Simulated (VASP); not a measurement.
# Zr3S2 (Immm) in VASP: further runs, part 2 of 2

VASP 6.6.1. The steps go on from the part before.

## 4. Single point, PBE

This run uses another cell than the first one, of 18.61 Å³/atom.

INCAR

```
SYSTEM = Zr3S2
  PREC = Accurate
  ENCUT = 520
  EDIFF = 1E-7
  ISMEAR = 0
  SIGMA = 0.1
  LREAL = .False.
  LASPH = .True.
  NELM = 100
  ALGO = Normal
  ISIF = 2
  LWAVE = .False.
  LCHARG = .False.
  GGA = PE
  NBANDS = 32
```

KPOINTS

```
Automatic mesh
0
Gamma
  6 6 6
  0 0 0
```

POSCAR

```
Zr3S2
1.0
   -1.7495967815      3.2390695553      4.1047680812
    1.7495967815     -3.2390695553      4.1047680812
    1.7495967815      3.2390695553     -4.1047680812
Zr S
3 2
Direct
    0.6940003421      0.6940003421      0.0000000000
    0.3059996579      0.3059996579      0.0000000000
    0.0000000000      0.5000000000      0.5000000000
    0.2836881671      0.0000000000      0.2836881671
    0.7163118329      0.0000000000      0.7163118329
```

Potentials or basis: VASP PAW PBE potentials, release 64 (Zr_sv, S).

The run is started by

```console
$ cat potpaw_PBE.64/Zr_sv/POTCAR potpaw_PBE.64/S/POTCAR > POTCAR
$ mpirun -np 1 vasp_std > vasp.out
```

OUTCAR:

```text
SYSTEM = Zr3S2
   PREC = Accurate
   ENCUT = 520
   EDIFF = 1E-7
   ISMEAR = 0
   LREAL = .False.
   LASPH = .True.
   NELM = 100
   ISIF = 2
   GGA = PE

 ion  position               nearest neighbor table
   1  0.694  0.694  0.000-   5 2.75   4 2.75   5 2.75   4 2.75   3 3.06   3 3.06   5 3.11   4 3.11
                             2 3.19   3 3.61   3 3.61   2 3.79   2 3.79   2 3.79   2 3.79
   2  0.306  0.306  0.000-   4 2.75   5 2.75   4 2.75   5 2.75   3 3.06   3 3.06   4 3.11   5 3.11
                             1 3.19   3 3.61   3 3.61   1 3.79   1 3.79   1 3.79   1 3.79
   3  0.000  0.500  0.500-   4 2.54   5 2.54   4 2.54   5 2.54   2 3.06   1 3.06   1 3.06   2 3.06
                             1 3.61   2 3.61   1 3.61   2 3.61
   4  0.284  0.000  0.284-   3 2.54   3 2.54   2 2.75   2 2.75   1 2.75   1 2.75   2 3.11   1 3.11

   5  0.716  0.000  0.716-   3 2.54   3 2.54   2 2.75   1 2.75   1 2.75   2 2.75   2 3.11   1 3.11

  LATTYP: Found a body centered orthorhombic cell.
 ALAT       =     3.4991935630
 B/A-ratio  =     1.8513234532
 C/A-ratio  =     2.3461223321

  Lattice vectors:

 A1 = (  -1.7495967815,   3.2390695553,   4.1047680812)
 A2 = (   1.7495967815,  -3.2390695553,   4.1047680812)
 A3 = (   1.7495967815,   3.2390695553,  -4.1047680812)

Analysis of symmetry for initial positions (statically):
[... 186 lines left out ...]

 k-point     1 :       0.0000    0.0000    0.0000
  band No.  band energies     occupation
      1     -39.0748      2.00000
      2     -39.0313      2.00000
      3     -38.3266      2.00000
      4     -17.3087      2.00000
      5     -17.2451      2.00000
      6     -17.1534      2.00000
[... 829 lines left out ...]
     31      13.4107      0.00000
     32      13.6027      0.00000

 [... further k-points ...]

------------------------ aborting loop because EDIFF is reached ----------------------------------------

  FORCE on cell =-STRESS in cart. coord.  units (eV):
  Direction    XX          YY          ZZ          XY          YZ          ZX
  --------------------------------------------------------------------------------------
  -------------------------------------------------------------------------------------
  Total       -0.2099008      0.1153706      0.0042335      0.0000000      0.0000000      0.0000000
  in kB       -3.6142465      1.9865473      0.0728958      0.0000000      0.0000000      0.0000000
  external PRESSURE =      -0.5182678 kB  Pullay stress =       0.0000000 kB

 VOLUME and BASIS-vectors are now :
 -----------------------------------------------------------------------------
  energy-cutoff  :      520.00
  volume of cell :       93.05
      direct lattice vectors                 reciprocal lattice vectors
    -1.749596781  3.239069555  4.104768081     0.000000000  0.154365317  0.121809561
     1.749596781 -3.239069555  4.104768081     0.285780132  0.000000000  0.121809561
     1.749596781  3.239069555 -4.104768081     0.285780132  0.154365317  0.000000000

 POSITION                                       TOTAL-FORCE (eV/Angst)
 -----------------------------------------------------------------------------------
      0.00000      0.00000      5.69742         0.000000     -0.000000      0.013940
      0.00000      0.00000      2.51212         0.000000     -0.000000     -0.013940
      1.74960      0.00000      0.00000        -0.000000     -0.000000      0.000000
      0.00000      1.83777      0.00000        -0.000000      0.013880      0.000000
      0.00000      4.64037      0.00000         0.000000     -0.013880     -0.000000
 -----------------------------------------------------------------------------------
    total drift:                                0.000000      0.000000     -0.000000

  FREE ENERGIE OF THE ION-ELECTRON SYSTEM (eV)
  ---------------------------------------------------
  free  energy   TOTEN  =       -38.6272330378 eV

  energy  without entropy=      -38.6109585594  energy(sigma->0) =      -38.61909580
```

It took 1.7 min on 1 thread of Intel Xeon 6975P-C (Granite Rapids), shared host; peak memory 0.31 GiB.

Results:

```yaml
Free_energy: -38.6272 eV
Pressure: -0.1 GPa
Largest_force: 0.014 eV/Å
Band_gap_on_the_k_mesh: zero (bands 24 and 25 overlap by 0.23 eV)
```

Forces on the atoms (eV/Å):
```
Zr   0.000  0.000  0.014
Zr   0.000  0.000 -0.014
Zr   0.000  0.000  0.000
S    0.000  0.014  0.000
S    0.000 -0.014  0.000
```

Stress tensor (GPa, compression positive):
```
-0.36  0.00  0.00
 0.00  0.20  0.00
 0.00  0.00  0.01
```

## 5. Relaxation of cell and atoms, PBE

This run uses another cell than the first one, of 21.94 Å³/atom.

INCAR

```
  PREC = Accurate
  ENCUT = 600
  EDIFF = 1E-6
  ISMEAR = 0
  SIGMA = 0.1
  LREAL = F
  LASPH = T
  NELM = 80
  ALGO = Normal
  ISIF = 3
  LWAVE = F
  LCHARG = F
  GGA = PE
  IBRION = 2
  NSW = 90
  EDIFFG = -0.04
```

KPOINTS

```
Automatic mesh
0
Gamma
  4 4 4
```

POSCAR

```
Zr3S2
1.0
   -2.9275076000      3.0477756200      3.0741508600
    2.9275076000     -3.0477756200      3.0741508600
    2.9275076000      3.0477756200     -3.0741508600
Zr S
3 2
Direct
    0.7637036300      0.7637036300      0.0000000000
    0.2362963700      0.2362963700      0.0000000000
    0.0000000000      0.5000000000      0.5000000000
    0.2737244200      0.0000000000      0.2737244200
    0.7262755800      0.0000000000      0.7262755800
```

The run is started by

```console
$ cat potpaw_PBE.64/Zr_sv/POTCAR potpaw_PBE.64/S/POTCAR > POTCAR
$ mpirun -np 1 vasp_std > vasp.out
```

It took 13 min on 1 thread of Intel Xeon 6975P-C (Granite Rapids), shared host; peak memory 0.31 GiB.

It converged, with:

- Free energy: -38.6166 eV
- Relaxed volume: 18.85 Å³/atom
- Relaxed cell: a = 5.596 Å, b = 5.596 Å, c = 5.596 Å, α = 144.41°, β = 108.16°, γ = 82.82°
- Space group after relaxing (to 0.1 Å): Immm (No. 71)
- Pressure after relaxing: 0.0 GPa
- Largest force after relaxing: 0.040 eV/Å
- Band gap on the k mesh: zero (bands 24 and 25 overlap by 0.21 eV)

Forces in eV/Å, atoms in the order of the input:
```
Zr   0.000  0.000 -0.020
Zr   0.000  0.000  0.020
Zr   0.000  0.000  0.000
S    0.000  0.040  0.000
S    0.000 -0.040  0.000
```

Stress tensor (GPa, compression positive):
```
-0.03  0.00  0.00
 0.00  0.21  0.00
 0.00  0.00 -0.17
```

Final structure:
```yaml
crystal:
  lattice:
    - [-1.71024, 3.28260, 4.19670]
    - [1.71024, -3.28260, 4.19670]
    - [1.71024, 3.28260, -4.19670]
  atoms:
    - { symbol: Zr, position: [0.68851, 0.68851, 0.00000] }
    - { symbol: Zr, position: [0.31149, 0.31149, 0.00000] }
    - { symbol: Zr, position: [0.00000, 0.50000, 0.50000] }
    - { symbol: S, position: [0.28553, 0.00000, 0.28553] }
    - { symbol: S, position: [0.71447, 0.00000, 0.71447] }
```

Levels at points of the mesh, in eV from the Fermi level:
| k point | band 22 | band 23 | band 24 | band 25 | band 26 | band 27 |
| --- | --- | --- | --- | --- | --- | --- |
| (0.00, 0.00, 0.00) | -2.02 | -1.31 | -0.49 | 0.66 | 0.68 | 1.42 |
| (0.50, 0.00, 0.00) | -1.55 | -0.12 | -0.04 | 0.16 | 0.16 | 0.80 |
| (0.00, 0.50, 0.00) | -1.30 | -0.93 | -0.56 | 1.07 | 1.16 | 2.25 |
| (0.50, 0.50, 0.00) | -1.29 | -0.32 | -0.12 | -0.05 | 0.98 | 1.41 |
| (0.50, 0.50, 0.50) | -0.64 | -0.42 | 0.12 | 0.36 | 0.67 | 0.93 |

Caveat: the k points lie up to 0.50 Å⁻¹ apart in the final cell.

## 6. Single point, PBE

This run uses another cell than the first one: it holds 10 atoms, not 5.

INCAR

```
PREC     = Accurate       # precision mode
ENCUT    = 520            # plane-wave cutoff, eV
EDIFF    = 1E-7           # SCF threshold, eV
ISMEAR   = 0              # smearing method
SIGMA    = 0.2            # smearing width, eV
LREAL    = False          # projectors in reciprocal space
LASPH    = True           # aspherical terms in the spheres
NELM     = 80             # most SCF steps
ALGO     = Normal         # electronic algorithm
ISIF     = 2              # what is computed and relaxed
LWAVE    = False          # write WAVECAR
LCHARG   = False          # write CHGCAR
GGA      = PE             # functional
NBANDS   = 59             # bands
```

KPOINTS is that of step 5.

POSCAR

```
Zr3S2
1.0
   -1.7049371821     -3.2823659787      4.2247531263
   -1.7049371821      3.2823659787      4.2247531263
   -6.8197487285      0.0000000000      0.0000000000
Zr S
6 4
Direct
    0.6862520990      0.6862520990      0.6568739505
    0.6862520990      0.6862520990      0.1568739505
    0.3137479010      0.3137479010      0.8431260495
    0.3137479010      0.3137479010      0.3431260495
    0.0000000000      0.0000000000      0.7500000000
    0.0000000000      0.0000000000      0.2500000000
    0.7131770224      0.2868229776      0.5000000000
    0.7131770224      0.2868229776      0.0000000000
    0.2868229776      0.7131770224      0.5000000000
    0.2868229776      0.7131770224      0.0000000000
```

Potentials or basis: VASP PAW PBE potentials, release 64 (Zr_sv, S).

The run is started by

```console
$ cat potpaw_PBE.64/Zr_sv/POTCAR potpaw_PBE.64/S/POTCAR > POTCAR
$ mpirun -np 1 vasp_std > vasp.out
```

It took 2.8 min on 1 thread of Intel Xeon 6975P-C (Granite Rapids), shared host; peak memory 0.4 GiB.

The run converged. Its results:

```yaml
Free_energy: -77.3156 eV
Pressure: 0.1 GPa
Largest_force: 0.022 eV/Å
Band_gap_on_the_k_mesh: zero (bands 48 and 49 overlap by 0.09 eV)
```

Forces in eV/Å, atoms in the order of the input:
```
Zr  -0.016  0.000 -0.015
Zr  -0.016  0.000 -0.015
Zr   0.016  0.000  0.015
Zr   0.016  0.000  0.015
Zr   0.000  0.000  0.000
Zr   0.000  0.000  0.000
S    0.000 -0.005  0.000
S    0.000 -0.005  0.000
S    0.000  0.005  0.000
S    0.000  0.005  0.000
```

Stress tensor (GPa, compression positive):
```
0.00 0.00 0.01
0.00 0.12 0.00
0.01 0.00 0.12
```

Levels at points of the mesh, in eV from the Fermi level:
| k point | band 45 | band 46 | band 47 | band 48 | band 49 | band 50 | band 51 | band 52 |
| --- | --- | --- | --- | --- | --- | --- | --- | --- |
| (0.00, 0.00, 0.00) | -1.31 | -0.92 | -0.57 | -0.52 | 0.63 | 0.77 | 1.05 | 1.11 |
| (0.50, 0.00, 0.00) | -0.31 | -0.14 | -0.12 | -0.10 | -0.05 | 0.11 | 0.12 | 0.78 |
| (0.50, 0.50, 0.00) | -0.69 | -0.52 | -0.44 | 0.04 | 0.48 | 0.62 | 0.98 | 1.05 |
| (0.00, 0.00, 0.50) | -0.74 | -0.74 | -0.38 | -0.38 | 0.63 | 0.63 | 1.18 | 1.18 |
| (0.50, 0.00, 0.50) | -0.87 | -0.87 | -0.27 | -0.27 | 0.38 | 0.38 | 1.04 | 1.04 |
| (0.50, 0.50, 0.50) | -0.50 | -0.50 | -0.26 | -0.26 | 0.03 | 0.03 | 0.10 | 0.10 |

## 7. Relaxation of cell and atoms, PBE

INCAR

```
SYSTEM = Zr3S2
PREC = Accurate
ENCUT = 600
EDIFF = 1E-6
ISMEAR = 0
SIGMA = 0.1
LREAL = .FALSE.
LASPH = .TRUE.
NELM = 100
ALGO = Normal
ISIF = 3
LWAVE = .FALSE.
LCHARG = .FALSE.
GGA = PE
IBRION = 2
NSW = 90
EDIFFG = -0.04
```

KPOINTS

```
regular mesh
0
G
  6 6 6
  0 0 0
```

POSCAR

```
Zr3S2
1.0
   -1.7830827110      3.2242774725      4.0098329233
    1.7830827110     -3.2242774725      4.0098329233
    1.7830827110      3.2242774725     -4.0098329233
Zr S
3 2
Direct
    0.6986348719      0.6986348719      0.0000000000
    0.3013651281      0.3013651281      0.0000000000
    0.0000000000      0.5000000000      0.5000000000
    0.2795732031      0.0000000000      0.2795732031
    0.7204267969      0.0000000000      0.7204267969
```

Potentials or basis: VASP PAW PBE potentials, release 64 (Zr_sv, S).

The run is started by

```console
$ cat potpaw_PBE.64/Zr_sv/POTCAR potpaw_PBE.64/S/POTCAR > POTCAR
$ mpirun -np 1 vasp_std > vasp.out
```

OUTCAR:

```text
SYSTEM = Zr3S2
   PREC = Accurate
   ENCUT = 600
   EDIFF = 1E-6
   ISMEAR = 0
   LREAL = .FALSE.
   LASPH = .TRUE.
   NELM = 100
   ISIF = 3
   GGA = PE
   IBRION = 2
   NSW = 90
   EDIFFG = -0.04

 ion  position               nearest neighbor table
   1  0.699  0.699  0.000-   5 2.78   4 2.78   4 2.78   5 2.78   3 3.00   3 3.00   5 3.02   4 3.02
                             2 3.19   3 3.60   3 3.60   2 3.78   2 3.78   2 3.78   2 3.78
   2  0.301  0.301  0.000-   5 2.78   5 2.78   4 2.78   4 2.78   3 3.00   3 3.00   4 3.02   5 3.02
                             1 3.19   3 3.60   3 3.60   1 3.78   1 3.78   1 3.78   1 3.78
   3  0.000  0.500  0.500-   4 2.54   5 2.54   4 2.54   5 2.54   1 3.00   2 3.00   1 3.00   2 3.00
                             1 3.60   1 3.60   2 3.60   2 3.60
   4  0.280  0.000  0.280-   3 2.54   3 2.54   1 2.78   1 2.78   2 2.78   2 2.78   2 3.02   1 3.02

   5  0.720  0.000  0.720-   3 2.54   3 2.54   1 2.78   2 2.78   2 2.78   1 2.78   2 3.02   1 3.02

  LATTYP: Found a body centered orthorhombic cell.
 ALAT       =     3.5661654220
[... 475 lines left out ...]

 val. band max:       10.2482275709   @ k =   0.0000   0.3333   0.0000
 cond. band min:      10.2828319453   @ k =   0.0000   0.3333   0.0000
 fundamental gap:      0.0346043744
 Fermi energy:        10.2531373877

 k-point     1 :       0.0000    0.0000    0.0000
  band No.  band energies     occupation
      1     -39.0511      2.00000
      2     -39.0079      2.00000
      3     -38.2979      2.00000
      4     -17.2856      2.00000
      5     -17.2240      2.00000
      6     -17.1323      2.00000
[... 733 lines left out ...]
     27      12.2169      0.00000
     28      12.7115      0.00000

 [... further k-points ...]

------------------------ aborting loop because EDIFF is reached ----------------------------------------

  FORCE on cell =-STRESS in cart. coord.  units (eV):
  Direction    XX          YY          ZZ          XY          YZ          ZX
  --------------------------------------------------------------------------------------
  -------------------------------------------------------------------------------------
  Total        0.0688719      0.0374938      0.1876124      0.0000000      0.0000000      0.0000000
  in kB        1.1878312      0.6466543      3.2357421      0.0000000      0.0000000      0.0000000
  external PRESSURE =       1.6900759 kB  Pullay stress =       0.0000000 kB
[... 20 lines left out ...]
  FREE ENERGIE OF THE ION-ELECTRON SYSTEM (eV)
  ---------------------------------------------------
  free  energy   TOTEN  =       -38.6273344644 eV

  energy  without entropy=      -38.6108645215  energy(sigma->0) =      -38.61909949

 reached required accuracy - stopping structural energy minimisation
```

OSZICAR:

```text
N       E                     dE             d eps       ncg     rms          rms(c)
DAV:   1     0.503908785073E+03    0.50391E+03   -0.27405E+04  2576   0.188E+03
DAV:   2     0.559210207566E+01   -0.49832E+03   -0.48712E+03  2952   0.488E+02
[... 72 lines left out ...]
DAV:   1    -0.386307773217E+02   -0.47621E-02   -0.50275E-01  2576   0.540E+00    0.507E-01
DAV:   2    -0.386284359542E+02    0.23414E-02   -0.17642E-02  3228   0.905E-01    0.220E-01
DAV:   3    -0.386272943270E+02    0.11416E-02   -0.39563E-03  3516   0.422E-01    0.109E-01
DAV:   4    -0.386273311365E+02   -0.36809E-04   -0.38299E-04  3984   0.917E-02    0.488E-02
DAV:   5    -0.386273353798E+02   -0.42433E-05   -0.70576E-05  4152   0.437E-02    0.193E-02
DAV:   6    -0.386273354032E+02   -0.23399E-07   -0.14437E-05  3816   0.196E-02    0.731E-03
DAV:   7    -0.386273344644E+02    0.93879E-06   -0.23207E-06  2352   0.929E-03
   8 F= -.38627334E+02 E0= -.38619099E+02  d E =-.131902E-02
```

CONTCAR:

```text
Zr3S2
   1.00000000000000
    -1.7447194260509220    3.2459647558794869    4.1008022540340310
     1.7447194260509220   -3.2459647558794869    4.1008022540340310
     1.7447194260509220    3.2459647558794869   -4.1008022540340310
  Zr              S
     3     2
Direct
     0.6944961825888047    0.6944961825888047    0.0000000000000000
     0.3055038174111954    0.3055038174111954    0.0000000000000000
     0.0000000000000000    0.5000000000000000    0.5000000000000000
     0.2842794902561344    0.0000000000000000    0.2842794902561344
     0.7157205097438656    1.0000000000000000    0.7157205097438656

  0.00000000E+00  0.00000000E+00  0.00000000E+00
  0.00000000E+00  0.00000000E+00  0.00000000E+00
  0.00000000E+00  0.00000000E+00  0.00000000E+00
  0.00000000E+00  0.00000000E+00  0.00000000E+00
  0.00000000E+00  0.00000000E+00  0.00000000E+00
```

Wall time 7.9 min (1 thread of Intel Xeon 6975P-C (Granite Rapids), shared host); peak memory 0.39 GiB.

Results:

* Free energy: -38.6273 eV
* Relaxed volume: 18.58 Å³/atom
* Relaxed cell: a = 5.513 Å, b = 5.513 Å, c = 5.513 Å, α = 143.10°, β = 107.86°, γ = 83.89°
* Space group after relaxing (to 0.1 Å): Immm (No. 71)
* Energy gained by relaxing: 3.1 meV/atom
* Ionic steps: 8
* Pressure after relaxing: 0.2 GPa
* Largest force after relaxing: 0.032 eV/Å
* Band gap on the k mesh: zero (bands 24 and 25 overlap by 0.23 eV)

Forces on the atoms (eV/Å):
```
Zr   0.000  0.000 -0.029
Zr   0.000  0.000  0.029
Zr   0.000  0.000  0.000
S    0.000 -0.032  0.000
S    0.000  0.032  0.000
```

Stress tensor (GPa, compression positive):
```
0.12 0.00 0.00
0.00 0.06 0.00
0.00 0.00 0.32
```

The path:
| step | energy change (eV) | largest force (eV/Å) | pressure (GPa) | volume (Å³) |
| --- | --- | --- | --- | --- |
| 1 | 0.0000 | 0.1182 | 0.10 | 92.21 |
| 2 | -0.0063 | 0.1063 | 0.08 | 92.37 |
| 3 | -0.0084 | 0.1186 | 0.09 | 92.54 |
| 4 | -0.0116 | 0.0981 | -0.21 | 92.82 |
| 5 | -0.0121 | 0.1022 | -0.38 | 92.99 |
| 6 | -0.0138 | 0.0965 | 0.07 | 92.77 |
| 7 | -0.0141 | 0.0950 | 0.30 | 92.66 |
| 8 | -0.0154 | 0.0317 | 0.17 | 92.90 |

Final structure:
```xyz
5
Lattice="-1.7447 3.2460 4.1008 1.7447 -3.2460 4.1008 1.7447 3.2460 -4.1008" Properties=species:S:1:pos:R:3 pbc="T T T"
Zr    0.0000    0.0000    5.6960
Zr    0.0000    0.0000    2.5056
Zr    1.7447    0.0000    0.0000
S     0.0000    1.8455    0.0000
S     1.7447    1.4004    4.1008
```

## 8. Summary

| task | cell | k mesh | cutoff (eV) | smearing | gap on the mesh (eV) | pressure (GPa) | relaxed volume (Å³/atom) | largest force (eV/Å) |
| --- | --- | --- | --- | --- | --- | --- | --- | --- |
| single point | a = 5.446 Å, angles 141.8, 107.4, 85.2°, 5 atoms, atomic positions A | 4 × 4 × 4 | 520 | gaussian 0.1 eV | none | 0.1 | - | 0.02 |
| single point | a = 5.226 Å, angles 111.9, 108.6, 107.9°, 5 atoms, atomic positions B | 4 × 4 × 4 | 520 | gaussian 0.1 eV | none | 12.6 | - | 5.65 |
| single point | a = 5.514 Å, angles 143.0, 108.0, 83.8°, 5 atoms, atomic positions C | 6 × 6 × 6 | 520 | gaussian 0.1 eV | none | -0.1 | - | 0.01 |
| relaxation of cell and atoms | relaxed from a = 5.226 Å, angles 111.9, 108.6, 107.9°, 5 atoms, atomic positions B | 4 × 4 × 4 | 600 | gaussian 0.1 eV | none | 0.0 | 18.85 | 0.04 |
| single point | a = 5.615, b = 5.615, c = 6.820 Å, angles 72.3, 72.3, 71.5°, 10 atoms, atomic positions D | 4 × 4 × 4 | 520 | gaussian 0.2 eV | none | 0.1 | - | 0.02 |
| relaxation of cell and atoms | relaxed from a = 5.446 Å, angles 141.8, 107.4, 85.2°, 5 atoms, atomic positions A | 6 × 6 × 6 | 600 | gaussian 0.1 eV | none | 0.2 | 18.58 | 0.03 |

Alike in all rows: level PBE; potentials or basis VASP PAW PBE potentials, release 64 (Zr_sv, S); no spin polarisation.

Caveats: some runs use coarse meshes; forces of over 1 eV/Å act on the atoms, so gaps and moduli don't describe the material at rest (at least some runs).

Total energies depend on the potentials used, so only differences within one code and one set of settings carry meaning.

The gap in the log of VASP goes by the Fermi energy; the results here count the filled bands.